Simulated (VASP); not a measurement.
A run of VASP 6.6.1:

The input INCAR:

```
PREC     = Accurate       # precision mode
ENCUT    = 520            # plane-wave cutoff, eV
EDIFF    = 1E-7           # SCF threshold, eV
ISMEAR   = 0              # smearing method
SIGMA    = 0.15           # smearing width, eV
LREAL    = False          # projectors in reciprocal space
LASPH    = True           # aspherical terms in the spheres
NELM     = 80             # most SCF steps
ALGO     = Normal         # electronic algorithm
ISIF     = 2              # what is computed and relaxed
LWAVE    = False          # write WAVECAR
LCHARG   = True           # write CHGCAR
GGA      = PS             # functional
LELF     = True           # ELF
LVHAR    = True         
NBANDS   = 15             # bands
```

The input KPOINTS:

```
Automatic mesh
0
Gamma
  13 13 13
```

Contents of POSCAR:

```
TiC
1.0
    0.0000000000      2.0636054647      2.0636054647
    2.0636054647      0.0000000000      2.0636054647
    2.0636054647      2.0636054647      0.0000000000
Ti C
1 1
Direct
    0.0000000000      0.0000000000      0.0000000000
    0.5000000000      0.5000000000      0.5000000000
```

Potentials or basis: VASP PAW PBE potentials, release 64 (Ti_sv, C).

Run with:

```bash
$ cat potpaw_PBE.64/Ti_sv/POTCAR potpaw_PBE.64/C/POTCAR > POTCAR
$ mpirun -np 1 vasp_std > vasp.out
```

Hardware: 1 thread of Intel(R) Xeon(R) Platinum 8375C CPU @ 2.90GHz (Ice Lake), on a shared host.

Task: How long does it take, and how much memory?

Result: It took 17 s on 1 thread of Intel(R) Xeon(R) Platinum 8375C CPU @ 2.90GHz (Ice Lake), on a shared host, peak memory 0.15 GiB. Counts: scf iterations 14, k points 84.
